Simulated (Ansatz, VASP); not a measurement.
CoO in VASP and in Ansatz

INCAR

```
SYSTEM = CoO
ALGO = Normal
EDIFF = 1E-7
ENCUT = 520
GGA = PE
ISIF = 2
ISMEAR = -1
ISPIN = 2
LASPH = .True.
LCHARG = .True.
LDAU = .True.
LDAUJ = 0 0
LDAUL = -1 2
LDAUPRINT = 1
LDAUTYPE = 2
LDAUU = 0 3.32
LELF = .True.
LMAXMIX = 4
LORBIT = 11
LREAL = .False.
LVHAR = .True.
LWAVE = .False.
MAGMOM = 0 3
NBANDS = 18
NELM = 150
PREC = Accurate
SIGMA = 0.003
```

The input KPOINTS:

```
k-points
0
Gamma
  8 8 8
  0 0 0
```

POSCAR

```
CoO
1.0
    0.0000000000      2.1290000000      2.1290000000
    2.1290000000      0.0000000000      2.1290000000
    2.1290000000      2.1290000000      0.0000000000
O Co
1 1
Direct
    0.5000000000      0.5000000000      0.5000000000
    0.0000000000      0.0000000000      0.0000000000
```

Input for Ansatz:

```yaml
crystal:
  lattice:
    - [0.0, 2.129, 2.129]
    - [2.129, 0.0, 2.129]
    - [2.129, 2.129, 0.0]
  atoms:
    - { symbol: O, position: [0.5, 0.5, 0.5] }
    - { symbol: Co, position: [0.0, 0.0, 0.0], spin: 3.0 }
magnetization:
  spin_polarized: true
hamiltonian:
  xc: pbe
  pseudopotentials: { kind: paw }
  hubbard: { sites: [{ species: Co, l: d, u_eff: 3.32 }] }
basis:
  ecutwfc: 420
kpoints:
  mp_grid: { grid: [8, 8, 8] }
scf:
  occupations: { method: fermi_dirac, width: 0.003 }
  lower_state_search: "off"
  algorithm: density_mixing
  max_iter: 60
  mixing: {}
output:
  forces: true
  stress: true
```

Alike in both runs: task single point; functional PBE; k mesh 8 × 8 × 8; occupations fermi-dirac, width 0.003 eV; collinear spin; Hubbard terms Co d U = 3.32 eV.

```csv
,VASP,Ansatz
version,VASP 6.6.1,Ansatz 0.2.0
potentials or method,"VASP PAW PBE potentials, release 64 (O, Co), cutoff 520 eV","PAW, plane waves, scalar-relativistic"
valence electrons in the cell,15,23
```

|  | VASP | Ansatz | Ansatz less VASP |
| --- | --- | --- | --- |
| pressure (GPa) | -1.5 | 1.0 | +2.49 |
| net moment per atom (μB) | 1.50 | 1.41 | -0.086 |
| size of the moment on the site where the two differ most (μB) | 2.73 | 2.49 | -0.239 |

Site moments also hang on the region over which each program counts them. The programs project onto different local orbitals, so the same U acts differently, and such runs can settle in different states. VASP's potentials hold 15 valence electrons a cell and Ansatz's 23, so a difference there can come from the potentials and not from the codes. Ansatz's warnings: filled band counts differ across k points.
